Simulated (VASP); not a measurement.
A run of VASP 6.6.1 is set up as follows.

The input INCAR:

```
SYSTEM = Nb
PREC = Accurate ; ENCUT = 600
EDIFF = 1E-6 ; ISMEAR = 0
SIGMA = 0.1 ; LREAL = .False.
LASPH = .True. ; NELM = 80
ALGO = Normal ; ISIF = 3
LWAVE = .False. ; LCHARG = .False.
GGA = PE ; IBRION = 2
NSW = 90 ; EDIFFG = -0.02
```

Contents of KPOINTS:

```
Automatic mesh
0
Gamma
  14 14 14
  0 0 0
```

Contents of POSCAR:

```
Nb
1.0
   -1.6639500000      1.6639500000      1.6639500000
    1.6639500000     -1.6639500000      1.6639500000
    1.6639500000      1.6639500000     -1.6639500000
Nb
1
Direct
    0.0000000000      0.0000000000      0.0000000000
```

Potentials or basis: VASP PAW PBE potentials, release 64 (Nb_sv).

Launch:

```bash
$ cat potpaw_PBE.64/Nb_sv/POTCAR > POTCAR
$ mpirun -np 1 vasp_std > vasp.out
```

Predict the space group after relaxing (to 0.1 Å).

Im-3m (No. 229).

What does it give for the relaxed volume?

18.14 Å³/atom.

Estimate the relaxed cell.

a = 2.867 Å, b = 2.867 Å, c = 2.867 Å, α = 109.47°, β = 109.47°, γ = 109.47°.

Final structure:
```
Nb
1.0
    -1.65511    1.65511    1.65511
     1.65511   -1.65511    1.65511
     1.65511    1.65511   -1.65511
Nb
1
Cartesian
  0.0000 0.0000 0.0000
```
